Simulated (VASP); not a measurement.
A run of VASP 6.6.1 is set up as follows.

File POSCAR:

```
BaO
1.0
    0.0000000000      2.7500000000      2.7500000000
    2.7500000000      0.0000000000      2.7500000000
    2.7500000000      2.7500000000      0.0000000000
Ba O
1 1
Direct
    0.0000000000      0.0000000000      0.0000000000
    0.5000000000      0.5000000000      0.5000000000
```

The input INCAR.step1:

```
SYSTEM = BaO
PREC     = Accurate       ! precision mode
ENCUT    = 660            ! plane-wave cutoff, eV
ISMEAR   = 0              ! smearing method
SIGMA    = 0.01           ! smearing width, eV
LREAL    = .False.        ! projectors in reciprocal space
LASPH    = .True.         ! aspherical terms in the spheres
NELM     = 120            ! most SCF steps
NBANDS   = 15             ! bands
GGA      = PE             ! functional
ALGO     = Normal         ! electronic algorithm
EDIFF    = 1E-5           ! SCF threshold, eV
LWAVE    = .True.         ! write WAVECAR
LCHARG   = .False.        ! write CHGCAR
GGA_COMPAT= .False.
```

INCAR.step2

```
SYSTEM = BaO
PREC     = Accurate       ! precision mode
ENCUT    = 660            ! plane-wave cutoff, eV
EDIFF    = 1E-6           ! SCF threshold, eV
ISMEAR   = 0              ! smearing method
SIGMA    = 0.01           ! smearing width, eV
LREAL    = .False.        ! projectors in reciprocal space
LASPH    = .True.         ! aspherical terms in the spheres
NELM     = 120            ! most SCF steps
ALGO     = Normal         ! electronic algorithm
ISIF     = 2              ! what is computed and relaxed
LWAVE    = .False.        ! write WAVECAR
LCHARG   = .True.         ! write CHGCAR
METAGGA  = R2SCAN         ! meta-GGA
LMIXTAU  = .True.       
IVDW     = 13             ! dispersion correction
VDW_S6   = 1.0          
VDW_S8   = 0.6018749    
VDW_A1   = 0.51559235   
VDW_A2   = 5.77342911   
LELF     = .True.         ! ELF
LVHAR    = .True.       
NBANDS   = 15             ! bands
ISTART   = 1            
GGA_COMPAT= .False.
```

The input KPOINTS:

```
Automatic mesh
0
Gamma
  4 4 4
  0 0 0
```

Potentials or basis: VASP PAW PBE potentials, release 64 (Ba_sv, O).

Command:

```console
$ cat potpaw_PBE.64/Ba_sv/POTCAR potpaw_PBE.64/O/POTCAR > POTCAR
$ cp INCAR.step1 INCAR
$ mpirun -np 1 vasp_std > vasp.out
$ cp INCAR.step2 INCAR
$ mpirun -np 1 vasp_std > vasp.out
```

Question: Estimate the dispersion energy per atom.

Answer: -0.068 eV.

Question: Estimate the band gap on the k mesh.

Answer: 2.23 eV.

Question: Predict the pressure.

Answer: 3.1 GPa.

Caveat: the k points lie up to 0.49 Å⁻¹ apart; the PAW data sets were made with another functional, which shifts forces and pressure a little; spin-orbit coupling is left out, which moves the levels of the heavy elements. r2SCAN opens gaps a little over a GGA but as a rule still falls short of measured ones.
